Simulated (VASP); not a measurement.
TePb:

```
Te Pb
1.0
     0.00000    3.26786    3.26786
     3.26786    0.00000    3.26786
     3.26786    3.26786    0.00000
Te Pb
1 1
Direct
  0.50000 0.50000 0.50000
  0.00000 0.00000 0.00000
```

Base run:

* Program: VASP 6.6.1
* Functional: r2SCAN
* Potentials or basis: VASP PAW PBE potentials, release 64 (Te, Pb_d)
* Cutoff: 520 eV
* k mesh: 8 × 8 × 8
* Occupations: gaussian, width 0.01 eV
* Spin: no spin polarisation

Its results: band gap on the k mesh 1.09 eV; pressure 0.0 GPa.

Question: The run is repeated on the same cell with these changes: functional from r2SCAN to PBE; k mesh from 8 × 8 × 8 to 4 × 4 × 4. What comes out?

Answer: Band gap on the k mesh 0.80 eV; pressure 0.6 GPa.

Several settings changed at once.

Caveats: spin-orbit coupling is left out, which moves the levels of the heavy elements; the PAW data sets were made with another functional, which shifts forces and pressure a little (at least some runs).

A k mesh can miss the band edges.
